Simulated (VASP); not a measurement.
# LiF (I4/mmm) in VASP: notebook

Runs on LiF. Level: r2SCAN. Tasks: single point.

Program: VASP 6.6.1. These are calculated values, not measurements. Logs are shortened: lines on timing, memory, paths and dates and some standing lists are left out, and cuts for length are marked.

**1. The cell of the first run**

It takes space group I4/mmm (No. 139, tetragonal). The conventional cell has a = 3.197 Å, b = 3.197 Å, c = 3.197 Å, α = 90.00°, β = 90.00°, γ = 90.00°. Within 2.1 Å of Li (site symmetry 4/mmm) lie 2 F at 1.60 Å. F (site symmetry 4/mmm) has 2 Li at 1.60 Å within 2.1 Å.

**2. Single point, r2SCAN**

The input, POSCAR:

```
LiF
1.0
    0.0000000000      2.2607523708      1.5983519262
    2.2607523708      0.0000000000      1.5983519262
    2.2607523708      2.2607523708      0.0000000000
Li F
1 1
Direct
    0.0000000000      0.0000000000      0.0000000000
    0.5000000000      0.5000000000      0.5000000000
```

The input, INCAR.step1:

```
PREC = Accurate
ENCUT = 520
ISMEAR = 0
SIGMA = 0.05
LREAL = F
LASPH = T
NELM = 100
NBANDS = 12
GGA = PE
ALGO = Normal
EDIFF = 1E-4
LWAVE = T
LCHARG = F
```

The input, INCAR.step2:

```
PREC = Accurate
ENCUT = 520
EDIFF = 1E-7
ISMEAR = 0
SIGMA = 0.05
LREAL = F
LASPH = T
NELM = 100
ALGO = Normal
ISIF = 2
LWAVE = F
LCHARG = T
METAGGA = R2SCAN
LMIXTAU = T
LELF = T
LVHAR = T
NBANDS = 12
ISTART = 1
```

The input, KPOINTS:

```
regular mesh
0
Gamma
  12 12 12
```

Potentials or basis: VASP PAW PBE potentials, release 64 (Li_sv, F).

Command:

```console
cat potpaw_PBE.64/Li_sv/POTCAR potpaw_PBE.64/F/POTCAR > POTCAR
cp INCAR.step1 INCAR
mpirun -np 1 vasp_std > vasp.out
cp INCAR.step2 INCAR
mpirun -np 1 vasp_std > vasp.out
```

OUTCAR:

```text
PREC = Accurate
   ENCUT = 520
   EDIFF = 1E-7
   ISMEAR = 0
   LREAL = F
   LASPH = T
   NELM = 100
   ISIF = 2
   METAGGA = R2SCAN
   ISTART = 1

 ion  position               nearest neighbor table
   1  0.000  0.000  0.000-   2 1.60   2 1.60
   2  0.500  0.500  0.500-   1 1.60   1 1.60

  LATTYP: Found a body centered tetragonal cell.
 ALAT       =     3.1971866640
 C/A-ratio  =     0.9998489886

  Lattice vectors:

 A1 = (   0.0000000000,  -2.2607523708,  -1.5983519262)
 A2 = (   0.0000000000,   2.2607523708,  -1.5983519262)
 A3 = (   2.2607523708,   0.0000000000,   1.5983519262)

Analysis of symmetry for initial positions (statically):
=====================================================================
 Subroutine PRICEL returns:
 Original cell was already a primitive cell.

 Routine SETGRP: Setting up the symmetry group for a
 body centered tetragonal supercell.

 Subroutine GETGRP returns: Found 16 space group operations
 (whereof 16 operations were pure point group operations)
 out of a pool of 16 trial point group operations.

The static configuration has the point symmetry D_4h.

Analysis of symmetry for dynamics (positions and initial velocities):
=====================================================================
 Subroutine PRICEL returns:
 Original cell was already a primitive cell.

 Routine SETGRP: Setting up the symmetry group for a
 body centered tetragonal supercell.

 Subroutine GETGRP returns: Found 16 space group operations
 (whereof 16 operations were pure point group operations)
 out of a pool of 16 trial point group operations.

The dynamic configuration has the point symmetry D_4h.

 Subroutine INISYM returns: Found 16 space group operations
 (whereof 16 operations are pure point group operations),
 and found     1 'primitive' translations

----------------------------------------------------------------------------------------

                                     Primitive cell

  volume of cell :      16.3384

  direct lattice vectors                    reciprocal lattice vectors
     0.000000000  2.260752371  1.598351926    -0.221165310  0.221165310  0.312822221
     2.260752371  0.000000000  1.598351926     0.221165310 -0.221165310  0.312822221
     2.260752371  2.260752371  0.000000000     0.221165310  0.221165310 -0.312822221

  length of vectors
     2.768705503  2.768705503  3.197186664     0.442364026  0.442364026  0.442364026

  position of ions in fractional coordinates (direct lattice)
     0.000000000  0.000000000  0.000000000
     0.500000000  0.500000000  0.500000000

  ion indices of the primitive-cell ions
   primitive index   ion index
                 1           1
                 2           2

----------------------------------------------------------------------------------------

 KPOINTS: regular mesh

Automatic generation of k-mesh.
 Grid dimensions read from file:
 generate k-points for:   12   12   12

 Generating k-lattice:

  Cartesian coordinates                     Fractional coordinates (reciprocal lattice)
    -0.018430443  0.018430443  0.026068518     0.083333333  0.000000000  0.000000000
     0.018430443 -0.018430443  0.026068518     0.000000000  0.083333333  0.000000000
     0.018430443  0.018430443 -0.026068518    -0.000000000 -0.000000000  0.083333333

  Length of vectors
     0.036863669  0.036863669  0.036863669

  Shift w.r.t. Gamma in fractional coordinates (k-lattice)
     0.000000000  0.000000000  0.000000000

 Subroutine IBZKPT returns following result:
 ===========================================

 Found    163 irreducible k-points:

 Following reciprocal coordinates:
            Coordinates               Weight
  0.000000  0.000000  0.000000      1.000000
  0.083333  0.000000  0.000000      8.000000
  0.166667 -0.000000  0.000000      8.000000
  0.250000  0.000000  0.000000      8.000000
  0.333333  0.000000  0.000000      8.000000
  0.416667 -0.000000  0.000000      8.000000
[... 16 lines left out ...]
  0.500000  0.166667  0.000000      8.000000
 -0.416667  0.166667  0.000000      8.000000
 [... further k-points ...]
   k-points           NKPTS =    163   k-points in BZ     NKDIM =    163   number of bands    NBANDS=     12
   number of dos      NEDOS =    301   number of ions     NIONS =      2
   total plane-waves  NPLWV =  13824
   dimension x,y,z NGX =    24 NGY =   24 NGZ =   24
   dimension x,y,z NGXF=    48 NGYF=   48 NGZF=   48
   ions per type =               1   1
   NGX,Y,Z   is equivalent  to a cutoff of  14.41, 14.41, 12.48 a.u.
   NGXF,Y,Z  is equivalent  to a cutoff of  28.82, 28.82, 24.96 a.u.
 SYSTEM =  unknown system
   PREC   = accura    normal or accurate (medium, high low for compatibility)
   ISTART =      1    job   : 0-new  1-cont  2-samecut
   ICHARG =      0    charge: 1-file 2-atom 10-const
   ISPIN  =      1    spin polarized calculation?
   LNONCOLLINEAR =      F non collinear calculations
   LSORBIT =      F    spin-orbit coupling
   LASPH  =      T    aspherical Exc in radial PAW
   ENCUT  =  520.0 eV  38.22 Ry    6.18 a.u.   5.15  5.15  5.94*2*pi/ulx,y,z
   NELM   =    100;   NELMIN=  2; NELMDL=  0     # of ELM steps
   EDIFF  = 0.1E-06   stopping-criterion for ELM
   LREAL  =      F    real-space projection
   EDIFFG = 0.1E-05   stopping-criterion for IOM
   NSW    =      0    number of steps for IOM
   IBRION =     -1    ionic relax: 0-MD 1-quasi-New 2-CG
   NFREE  =      0    steps in history (QN), initial steepest desc. (CG)
   ISIF   =      2    stress and relaxation
   ISYM   =      2    0-nonsym 1-usesym 2-fastsym
   POTIM  = 0.5000    time-step for ionic-motion
   TEBEG  =    0.0;   TEEND  =   0.0 temperature during run
   PSTRESS=    0.0 pullay stress
   NELECT =      10.0000    total number of electrons
   NUPDOWN=      -1.0000    fix difference up-down
   EMIN   =  10.00;   EMAX   =-10.00  energy-range for DOS
   EFERMI =   0.00;   METHOD = LEGACY
   ISMEAR =     0;   SIGMA  =   0.05  broadening in eV -4-tet -1-fermi 0-gaus
   EFERMI_NEDOS =   21; number of points for ismear=-14 and -15
   IALGO  =     38    algorithm
   IMIX   =      4    mixing-type and parameters
     AMIX     =   0.40;   BMIX     =  1.00
     AMIX_MAG =   1.60;   BMIX_MAG =  1.00
  volume/ion in A,a.u.               =       8.17        55.13
  Fermi-wavevector in a.u.,A,eV,Ry     =   1.389970  2.626662 26.286674  1.932016
  Thomas-Fermi vector in A             =   2.513950
   LORBIT       =      0    0 simple, 1 ext, 2 COOP (PROOUT), +10 PAW based schemes
   METAGGA = R2SCAN    functional components
   LHFCALC =     F    Hartree Fock is set to
   AEXX    =    0.0000 exact exchange contribution
   IVDW    =     0    specifies the selected vdW correction
   LEPSILON=     F    determine dielectric tensor
   LRPA    =     F    only Hartree local field effects (RPA)
 non-spin polarized calculation
 Gauss-broadening in eV      SIGMA  =   0.05
  energy-cutoff  :      520.00
  volume of cell :       16.34
 maximum number of plane-waves:       466
 NGX is ok and might be reduce to    24

 number of electron      10.0000010 magnetization

 Free energy of the ion-electron system (eV)
  ---------------------------------------------------
  ext. energy  EPLUGINS =         0.00000000
  ---------------------------------------------------
  free energy    TOTEN  =       -11.26884356 eV

  energy without entropy =      -11.26884356  energy(sigma->0) =      -11.26884356

 E-fermi :  -1.3283     XC(G=0): -10.3646

 val. band max:       -1.6543447265   @ k =   0.0000   0.0000   0.0000
 cond. band min:       7.7711602845   @ k =   0.0000   0.0000   0.0000
 fundamental gap:      9.4255050110
 Fermi energy:        -1.3283055069

 k-point     1 :       0.0000    0.0000    0.0000
  band No.  band energies     occupation
      1     -43.4776      2.00000
      2     -22.8002      2.00000
      3      -2.8861      2.00000
      4      -1.6544      2.00000
      5      -1.6543      2.00000
      6       7.7712      0.00000
      7      22.3862      0.00000
      8      22.3875      0.00000
      9      24.6689      0.00000
     10      24.6691      0.00000
     11      24.7752      0.00000
     12      27.1392      0.00000

 k-point     2 :       0.0833    0.0000    0.0000
  band No.  band energies     occupation
      1     -43.4717      2.00000
      2     -22.7937      2.00000
      3      -2.8845      2.00000
      4      -1.7770      2.00000
      5      -1.7063      2.00000
      6       8.0131      0.00000
      7      21.0151      0.00000
      8      21.2016      0.00000
      9      24.9550      0.00000
     10      25.1495      0.00000
     11      26.1290      0.00000
     12      26.5014      0.00000

 k-point     3 :       0.1667   -0.0000    0.0000
  band No.  band energies     occupation
      1     -43.4555      2.00000
      2     -22.7748      2.00000
      3      -2.9545      2.00000
      4      -2.0010      2.00000
      5      -1.8458      2.00000
      6       8.6260      0.00000
      7      19.1613      0.00000
      8      19.2755      0.00000
      9      25.2030      0.00000
     10      25.5982      0.00000
     11      26.4223      0.00000
     12      29.4708      0.00000
[... 286 lines left out ...]
 k-point    23 :       0.5000    0.1667    0.0000
  band No.  band energies     occupation
      1     -43.3840      2.00000
      2     -22.5398      2.00000
      3      -4.0028      2.00000
      4      -2.7042      2.00000
      5      -2.4816      2.00000
      6      11.2807      0.00000
      7      15.7610      0.00000
      8      16.5535      0.00000
      9      22.5522      0.00000
     10      24.5717      0.00000
     11      29.5197      0.00000
     12      33.8992      0.00000

 k-point    24 :      -0.4167    0.1667    0.0000
  band No.  band energies     occupation
      1     -43.3938      2.00000
      2     -22.4763      2.00000
      3      -4.0858      2.00000
      4      -2.7145      2.00000
      5      -2.6546      2.00000
      6      10.9558      0.00000
      7      16.7377      0.00000
      8      16.7731      0.00000
      9      23.2205      0.00000
     10      25.1218      0.00000
     11      29.1907      0.00000
     12      33.0993      0.00000

 [... further k-points ...]

------------------------ aborting loop because EDIFF is reached ----------------------------------------

  FORCE on cell =-STRESS in cart. coord.  units (eV):
  Direction    XX          YY          ZZ          XY          YZ          ZX
  --------------------------------------------------------------------------------------
  -------------------------------------------------------------------------------------
  Total       -0.3670519     -0.3670519      7.2435534      0.0000000      0.0000000     -0.0000000
  in kB      -35.9939668    -35.9939668    710.3196906      0.0000000      0.0000000     -0.0000000
  external PRESSURE =     212.7772524 kB  Pullay stress =       0.0000000 kB

 VOLUME and BASIS-vectors are now :
 -----------------------------------------------------------------------------
  energy-cutoff  :      520.00
  volume of cell :       16.34
      direct lattice vectors                 reciprocal lattice vectors
     0.000000000  2.260752371  1.598351926    -0.221165310  0.221165310  0.312822221
     2.260752371  0.000000000  1.598351926     0.221165310 -0.221165310  0.312822221
     2.260752371  2.260752371  0.000000000     0.221165310  0.221165310 -0.312822221

 POSITION                                       TOTAL-FORCE (eV/Angst)
 -----------------------------------------------------------------------------------
      0.00000      0.00000      0.00000         0.000000     -0.000000     -0.000000
      2.26075      2.26075      1.59835        -0.000000      0.000000      0.000000
 -----------------------------------------------------------------------------------
    total drift:                                0.000000     -0.000000      0.000000

  FREE ENERGIE OF THE ION-ELECTRON SYSTEM (eV)
  ---------------------------------------------------
  free  energy   TOTEN  =       -11.2688435641 eV

  energy  without entropy=      -11.2688435641  energy(sigma->0) =      -11.26884356
```

Wall time 44 s (1 thread of Intel Xeon 6975P-C (Granite Rapids), shared host); peak memory 0.15 GiB.

What came out:

```yaml
Free_energy: -11.2688 eV
Band_gap_on_the_k_mesh: 9.43 eV
```

Caveat: the cutoff is under 1.25 times the usual one of these potentials, so pressure, stress and relaxed cells hold a basis-set (Pulay) error; the PAW data sets were made with another functional, which shifts forces and pressure a little. A k mesh can miss the band edges.

**3. Single point, r2SCAN**

This run uses another cell than the first one, of the same volume but with other edges.

The input, POSCAR:

```
LiF
1.0
    0.0000000000      1.7943603458      2.5372255290
    1.7943603458      0.0000000000      2.5372255290
    1.7943603458      1.7943603458      0.0000000000
Li F
1 1
Direct
    0.0000000000      0.0000000000      0.0000000000
    0.5000000000      0.5000000000      0.5000000000
```

Edit INCAR.step1 of step 2 so:

```diff
@@ -6,3 +6,3 @@
 LASPH = T
-NELM = 100
+NELM = 60
 NBANDS = 12
```

The input, INCAR.step2:

```
PREC = Accurate
ENCUT = 520
EDIFF = 1E-6
ISMEAR = 0
SIGMA = 0.05
LREAL = F
LASPH = T
NELM = 60
ALGO = Normal
ISIF = 2
LWAVE = F
LCHARG = F
METAGGA = R2SCAN
LMIXTAU = T
NBANDS = 12
ISTART = 1
```

KPOINTS is that of step 2.

Potentials or basis: VASP PAW PBE potentials, release 64 (Li_sv, F).

Command:

```console
cat potpaw_PBE.64/Li_sv/POTCAR potpaw_PBE.64/F/POTCAR > POTCAR
cp INCAR.step1 INCAR
mpirun -np 1 vasp_std > vasp.out
cp INCAR.step2 INCAR
mpirun -np 1 vasp_std > vasp.out
```

Wall time 33 s (1 thread of Intel Xeon 6975P-C (Granite Rapids), shared host); peak memory 0.14 GiB.

Results (log left out):

| Item | Value |
| --- | --- |
| Free energy | -11.6043 eV |
| Band gap on the k mesh | 9.24 eV (least direct gap 9.56 eV) |

Levels at points of the mesh, in eV from the valence-band top:
| k point | band 2 | band 3 | band 4 | band 5 | band 6 | band 7 | band 8 | band 9 |
| --- | --- | --- | --- | --- | --- | --- | --- | --- |
| (0.00, 0.00, 0.00) | -21.33 | -0.52 | -0.32 | -0.32 | 9.24 | 21.65 | 24.82 | 27.84 |
| (0.50, 0.00, 0.00) | -21.04 | -2.64 | -0.87 | 0.00 | 11.66 | 17.20 | 18.92 | 24.13 |
| (0.50, 0.50, 0.00) | -21.01 | -3.31 | -0.59 | -0.59 | 12.61 | 19.67 | 21.04 | 26.21 |
| (0.50, 0.00, 0.50) | -20.48 | -3.33 | -2.64 | -0.60 | 17.00 | 18.47 | 19.00 | 19.25 |

Caveat: the cutoff is under 1.25 times the usual one of these potentials, so pressure, stress and relaxed cells hold a basis-set (Pulay) error; the PAW data sets were made with another functional, which shifts forces and pressure a little. A k mesh can miss the band edges.

**4. Single point, r2SCAN**

This run uses another cell than the first one, of the same volume but with other edges.

The input, POSCAR:

```
LiF
1.0
    0.0000000000      2.1261137246      1.8071966659
    2.1261137246      0.0000000000      1.8071966659
    2.1261137246      2.1261137246      0.0000000000
Li F
1 1
Direct
    0.0000000000      0.0000000000      0.0000000000
    0.5000000000      0.5000000000      0.5000000000
```

The input, INCAR.step1:

```
SYSTEM = LiF
ALGO     = Normal         ! electronic algorithm
EDIFF    = 1E-4           ! SCF threshold, eV
ENCUT    = 520            ! plane-wave cutoff, eV
GGA      = PE             ! functional
ISMEAR   = 0              ! smearing method
LASPH    = .True.         ! aspherical terms in the spheres
LCHARG   = .False.        ! write CHGCAR
LREAL    = .False.        ! projectors in reciprocal space
LWAVE    = .True.         ! write WAVECAR
NBANDS   = 12             ! bands
NELM     = 100            ! most SCF steps
PREC     = Accurate       ! precision mode
SIGMA    = 0.05           ! smearing width, eV
```

The input, INCAR.step2:

```
SYSTEM = LiF
ALGO     = Normal         ! electronic algorithm
EDIFF    = 1E-7           ! SCF threshold, eV
ENCUT    = 520            ! plane-wave cutoff, eV
ISIF     = 2              ! what is computed and relaxed
ISMEAR   = 0              ! smearing method
ISTART   = 1            
LASPH    = .True.         ! aspherical terms in the spheres
LCHARG   = .False.        ! write CHGCAR
LMIXTAU  = .True.       
LREAL    = .False.        ! projectors in reciprocal space
LWAVE    = .False.        ! write WAVECAR
METAGGA  = R2SCAN         ! meta-GGA
NBANDS   = 12             ! bands
NELM     = 100            ! most SCF steps
PREC     = Accurate       ! precision mode
SIGMA    = 0.05           ! smearing width, eV
```

The input, KPOINTS:

```
k-points
0
Gamma
  12 12 12
  0 0 0
```

Command:

```console
cat potpaw_PBE.64/Li_sv/POTCAR potpaw_PBE.64/F/POTCAR > POTCAR
cp INCAR.step1 INCAR
mpirun -np 1 vasp_std > vasp.out
cp INCAR.step2 INCAR
mpirun -np 1 vasp_std > vasp.out
```

It took 43 s on 1 thread of Intel Xeon 6975P-C (Granite Rapids), shared host; peak memory 0.15 GiB.

It converged, with:

| Quantity | Value |
| --- | --- |
| Free energy | -11.8047 eV |
| Band gap on the k mesh | 9.98 eV |

Levels at points of the mesh, in eV from the valence-band top:
```
           k point  band 3  band 4  band 5  band 6  band 7  band 8
(0.00, 0.00, 0.00)   -0.53    0.00    0.00    9.98   24.75   24.75
(0.50, 0.00, 0.00)   -2.56   -0.52   -0.23   11.71   17.88   18.90
(0.50, 0.50, 0.00)   -3.03   -1.47   -1.47   15.91   18.29   19.54
(0.50, 0.00, 0.50)   -3.20   -1.50   -0.51   15.02   18.44   18.88
```

Caveat: the cutoff is under 1.25 times the usual one of these potentials, so pressure, stress and relaxed cells hold a basis-set (Pulay) error; the PAW data sets were made with another functional, which shifts forces and pressure a little. A k mesh can miss the band edges.

**5. Single point, r2SCAN**

This run uses another cell than the first one, of the same volume but with other edges.

The input, POSCAR:

```
LiF
1.0
    0.0000000000      1.8952465622      2.2742958746
    1.8952465622      0.0000000000      2.2742958746
    1.8952465622      1.8952465622      0.0000000000
Li F
1 1
Direct
    0.0000000000      0.0000000000      0.0000000000
    0.5000000000      0.5000000000      0.5000000000
```

The input, INCAR.step1:

```
  PREC = Accurate
  ENCUT = 520
  ISMEAR = 0
  SIGMA = 0.05
  LREAL = False
  LASPH = True
  NELM = 60
  NBANDS = 12
  GGA = PE
  ALGO = Normal
  EDIFF = 1E-4
  LWAVE = True
  LCHARG = False
```

The input, INCAR.step2:

```
  PREC = Accurate
  ENCUT = 520
  EDIFF = 1E-6
  ISMEAR = 0
  SIGMA = 0.05
  LREAL = False
  LASPH = True
  NELM = 60
  ALGO = Normal
  ISIF = 2
  LWAVE = False
  LCHARG = False
  METAGGA = R2SCAN
  LMIXTAU = True
  NBANDS = 12
  ISTART = 1
```

The input, KPOINTS:

```
regular mesh
0
Gamma
  12 12 12
```

Command:

```console
cat potpaw_PBE.64/Li_sv/POTCAR potpaw_PBE.64/F/POTCAR > POTCAR
cp INCAR.step1 INCAR
mpirun -np 1 vasp_std > vasp.out
cp INCAR.step2 INCAR
mpirun -np 1 vasp_std > vasp.out
```

Wall time 40 s (1 thread of Intel Xeon 6975P-C (Granite Rapids), shared host); peak memory 0.15 GiB.

The run converged. Its results:

- Free energy: -11.8184 eV
- Band gap on the k mesh: 10.00 eV

Levels at points of the mesh, in eV from the valence-band top:
| k point | band 1 | band 2 | band 3 | band 4 | band 5 | band 6 | band 7 | band 8 | band 9 | band 10 |
| --- | --- | --- | --- | --- | --- | --- | --- | --- | --- | --- |
| (0.00, 0.00, 0.00) | -42.00 | -21.15 | -0.16 | -0.16 | 0.00 | 10.00 | 23.41 | 24.85 | 26.39 | 26.39 |
| (0.50, 0.00, 0.00) | -41.93 | -20.78 | -2.50 | -0.51 | -0.08 | 11.78 | 17.88 | 19.24 | 22.35 | 30.67 |
| (0.50, 0.50, 0.00) | -41.95 | -20.66 | -3.12 | -0.71 | -0.71 | 14.03 | 19.26 | 19.36 | 24.02 | 24.02 |
| (0.50, 0.00, 0.50) | -41.90 | -20.40 | -3.05 | -1.82 | -0.70 | 16.93 | 17.31 | 19.20 | 19.96 | 22.82 |

Caveat: the cutoff is under 1.25 times the usual one of these potentials, so pressure, stress and relaxed cells hold a basis-set (Pulay) error; the PAW data sets were made with another functional, which shifts forces and pressure a little. A k mesh can miss the band edges.

(Part 1 of 2 ends here.)
